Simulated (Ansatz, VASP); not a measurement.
# WSe2: VASP beside Ansatz

The input INCAR:

```
PREC = Accurate ; ENCUT = 600
EDIFF = 1E-7 ; ISMEAR = -1
SIGMA = 0.02 ; LREAL = False
LASPH = True ; NELM = 100
ALGO = Normal ; ISIF = 3
LWAVE = False ; LCHARG = False
GGA = PS ; IBRION = 2
NSW = 80 ; EDIFFG = -0.01
```

The input KPOINTS:

```
Automatic mesh
0
Gamma
  12 12 2
```

The input POSCAR:

```
WSe2
1.0
    3.2900000000      0.0000000000      0.0000000000
   -1.6450000000      2.8492235800      0.0000000000
    0.0000000000      0.0000000000     12.9700000000
W Se
2 4
Direct
    0.3333333300      0.6666666700      0.2500000000
    0.6666666700      0.3333333300      0.7500000000
    0.3333333300      0.6666666700      0.6210000000
    0.6666666700      0.3333333300      0.1210000000
    0.3333333300      0.6666666700      0.8790000000
    0.6666666700      0.3333333300      0.3790000000
```

Input for Ansatz:

```yaml
crystal:
  lattice:
    - [3.29, 0.0, 0.0]
    - [-1.645, 2.84922358, 0.0]
    - [0.0, 0.0, 12.97]
  atoms:
    - { symbol: W, position: [0.33333333, 0.66666667, 0.25] }
    - { symbol: W, position: [0.66666667, 0.33333333, 0.75] }
    - { symbol: Se, position: [0.33333333, 0.66666667, 0.621] }
    - { symbol: Se, position: [0.66666667, 0.33333333, 0.121] }
    - { symbol: Se, position: [0.33333333, 0.66666667, 0.879] }
    - { symbol: Se, position: [0.66666667, 0.33333333, 0.379] }
  symmetry: { tolerance: 0.0003 }
hamiltonian:
  xc: pbesol
  pseudopotentials: { kind: paw, azcp: { folder: soft_1 } }
basis:
  ecutwfc: 420
magnetization:
  spin_polarized: false
scf:
  occupations: { method: fermi_dirac, width: 0.02 }
kpoints:
  mp_grid: { grid: [12, 12, 2], shift: [0, 0, 0] }
output:
  forces: true
  stress: true
  eigenvalues: true
relax:
  max_steps: 60
  cell: {}
```

Alike in both runs: task relaxation of cell and atoms; functional PBEsol; k mesh 12 × 12 × 2; occupations fermi-dirac, width 0.02 eV; no spin polarisation.

```csv
,VASP,Ansatz
version,VASP 6.6.1,Ansatz 0.2.0
potentials or method,"VASP PAW PBE potentials, release 64 (W_sv, Se), cutoff 600 eV",PAW plane waves
valence electrons in the cell,52,92
```

|  | VASP | Ansatz | Ansatz less VASP |
| --- | --- | --- | --- |
| gap on the k mesh at the Fermi level, each at its own relaxed structure (eV) | 1.04 | 1.04 | +0.008 |
| relaxed volume (Å³/atom) | 20.48 | 20.42 | -0.056 |
| relaxed cell length with the largest relative difference (Å) | 3.275 | 3.271 | -0.0042 |

VASP's potentials were made for PBE, not for PBEsol, and Ansatz warns of the same on its side. VASP's potentials hold 52 valence electrons a cell and Ansatz's 92, so a difference there can come from the potentials and not from the codes.

Neither program's run includes spin-orbit coupling.
